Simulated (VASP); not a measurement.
# CdH2O2: single point with PBEsol

Crystal: CdH2O2.

```
Cd H O
1.0
     3.50197    0.00000    0.00000
    -1.75099    3.03280    0.00000
     0.00000    0.00000    4.56918
Cd H O
1 2 2
Direct
  0.00000 0.00000 0.00000
  0.66667 0.33333 0.54687
  0.33333 0.66667 0.45313
  0.66667 0.33333 0.75821
  0.33333 0.66667 0.24179
```

* Program: VASP 6.6.1
* Task: single point
* Functional: PBEsol
* Potentials or basis: VASP PAW PBE potentials, release 64 (Cd, H, O)
* Cutoff: 600 eV
* k mesh: 3 × 3 × 3
* Occupations: gaussian, width 0.01 eV
* Spin: no spin polarisation

| Item | Value |
| --- | --- |
| Pressure | 2.1 GPa |
| Largest force | 0.697 eV/Å |
| Band gap on the k mesh | 1.69 eV (least direct gap 1.99 eV) |

Forces on the atoms (eV/Å):
```
Cd   0.000  0.000  0.000
H    0.000  0.000 -0.697
H    0.000  0.000  0.697
O    0.000  0.000  0.677
O    0.000  0.000 -0.677
```

Stress tensor (GPa, compression positive):
```
0.87 0.00 0.00
0.00 0.87 0.00
0.00 0.00 4.46
```

Levels at points of the mesh, in eV from the valence-band top:
```
           k point  band 11  band 12  band 13  band 14  band 15  band 16
(0.00, 0.00, 0.00)    -1.04    -0.30    -0.30     1.69     6.12    10.33
```

Run time: 5.6 s on 1 thread of Intel(R) Xeon(R) 6975P-C (Granite Rapids) (shared host), peak memory 0.17 GiB.

Caveat: the k points lie up to 0.69 Å⁻¹ apart; the PAW data sets were made with another functional, which shifts forces and pressure a little; an odd mesh through Γ misses points on the zone boundary, where band edges can lie.
